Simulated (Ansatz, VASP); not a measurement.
**One calculation of GaP, two programs**

Contents of INCAR:

```
SYSTEM = GaP
PREC = Accurate
ENCUT = 520
EDIFF = 1E-6
ISMEAR = -1
SIGMA = 0.1
LREAL = .False.
LASPH = .True.
NELM = 150
ALGO = Normal
ISIF = 2
LWAVE = .False.
LCHARG = .True.
LNONCOLLINEAR = .True.
MAGMOM = 0 0 0 0 0 0
LORBIT = 11
LSORBIT = .True.
GGA_COMPAT = .False.
LORBMOM = .True.
GGA = PS
IVDW = 12
LVHAR = .True.
NBANDS = 30
```

The input KPOINTS:

```
Automatic mesh
0
Gamma
  6 6 6
  0 0 0
```

Contents of POSCAR:

```
GaP
1.0
    0.0000000000      2.7252500000      2.7252500000
    2.7252500000      0.0000000000      2.7252500000
    2.7252500000      2.7252500000      0.0000000000
Ga P
1 1
Direct
    0.0000000000      0.0000000000      0.0000000000
    0.7500000000      0.7500000000      0.7500000000
```

File input.yaml:

```yaml
crystal:
  lattice:
    - [0.0, 2.72525, 2.72525]
    - [2.72525, 0.0, 2.72525]
    - [2.72525, 2.72525, 0.0]
  atoms:
    - { symbol: Ga, position: [0.0, 0.0, 0.0] }
    - { symbol: P, position: [0.75, 0.75, 0.75] }
kpoints:
  mp_grid: { grid: [6, 6, 6] }
scf:
  occupations: { method: fermi_dirac, width: 0.1 }
hamiltonian:
  xc: pbesol
  dispersion: d3bj
  pseudopotentials: { kind: all_electron, lapw: { basis_error: 0.001 } }
magnetization:
  noncollinear: true
  spin_orbit: true
output:
  forces: true
  stress: true
  eigenvalues: true
```

Alike in both runs: task single point; functional PBEsol; dispersion D3(BJ); k mesh 6 × 6 × 6; occupations fermi-dirac, width 0.1 eV; non-collinear spin, spin-orbit coupling.

```csv
,VASP,Ansatz
version,VASP 6.6.1,Ansatz 0.2.0
potentials or method,"VASP PAW PBE potentials, release 64 (Ga_d, P), cutoff 520 eV","all-electron LAPW, relativistic spinors"
```

Ansatz gave:

```
pressure (GPa)           : -2.8
net moment per atom (μB) : 0.00
```

**Question.** Which values does VASP return?

**Answer.** Pressure (GPa): -2.9; net moment per atom (μB): 0.00.

VASP's potentials were made for PBE, not for PBEsol. Ansatz ran all-electron here, and VASP with PAW potentials.
